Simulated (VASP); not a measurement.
A run of VASP 6.6.1 is set up as follows.

INCAR

```
  ALGO = Normal
  EDIFF = 1E-6
  EDIFFG = -0.003
  ENCUT = 520
  GGA = PE
  IBRION = 2
  ISIF = 2
  ISMEAR = 0
  LASPH = True
  LCHARG = False
  LREAL = False
  LWAVE = False
  NELM = 80
  NSW = 80
  PREC = Accurate
  SIGMA = 0.05
```

File KPOINTS:

```
k-points
0
Gamma
  8 8 5
```

File POSCAR:

```
AlN
1.0
    3.0923340000      0.0000000000      0.0000000000
   -1.5461670000      2.6780398000      0.0000000000
    0.0000000000      0.0000000000      4.9810000000
Al N
2 2
Direct
    0.3333333333      0.6666666667      0.0000000000
    0.6666666667      0.3333333333      0.5000000000
    0.3333333333      0.6666666667      0.3820000000
    0.6666666667      0.3333333333      0.8820000000
```

Potentials or basis: VASP PAW PBE potentials, release 64 (Al, N).

Launch:

```console
$ cat potpaw_PBE.64/Al/POTCAR potpaw_PBE.64/N/POTCAR > POTCAR
$ mpirun -np 1 vasp_std > vasp.out
```

(1) What does it give for the band gap on the k mesh?

(2) Predict the energy gained by relaxing.

Results:

(1) 4.35 eV, direct.

(2) 0.1 meV/atom.
